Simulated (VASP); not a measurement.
Wanted: the native input for a VASP 6.6.1 run.

* Task: relaxation of cell and atoms
* Functional: PBE
* Potentials or basis: VASP PAW PBE potentials, release 64 (Co, Si)
* Cutoff: 600 eV
* k mesh: 16 × 16 × 16
* Occupations: gaussian, width 0.1 eV
* Spin: no spin polarisation
* Dipole correction: no
* Further INCAR settings: ALGO = Normal; EDIFF = 1e-06; IBRION = 2; EDIFFG = -0.01; NSW = 100; ISIF = 3

The structure of CoSi2 lies in POSCAR:

```
CoSi2
1.0
    0.0000000000      2.6795376332      2.6795376332
    2.6795376332      0.0000000000      2.6795376332
    2.6795376332      2.6795376332      0.0000000000
Co Si
1 2
Direct
    0.0000000000      0.0000000000      0.0000000000
    0.7500000000      0.7500000000      0.7500000000
    0.2500000000      0.2500000000      0.2500000000
```

These files were run (other wordings do the same):

INCAR

```
SYSTEM = CoSi2
PREC = Accurate
ENCUT = 600
EDIFF = 1E-6
ISMEAR = 0
SIGMA = 0.1
LREAL = .FALSE.
LASPH = .TRUE.
NELM = 80
ALGO = Normal
ISIF = 3
LWAVE = .FALSE.
LCHARG = .FALSE.
GGA = PE
IBRION = 2
NSW = 100
EDIFFG = -0.01
```

KPOINTS

```
Automatic mesh
0
G
  16 16 16
  0 0 0
```

Potentials or basis: VASP PAW PBE potentials, release 64 (Co, Si).

Launch:

```bash
$ cat potpaw_PBE.64/Co/POTCAR potpaw_PBE.64/Si/POTCAR > POTCAR
$ mpirun -np 1 vasp_std > vasp.out
```

It gave:

```yaml
Pressure_after_relaxing: -0.1 GPa
```

Caveat: the relaxation stopped at its first step, so nothing moved.

Run time: 79 s on 1 thread of AMD EPYC 9R45 (Zen 5) (shared host), peak memory 0.2 GiB.
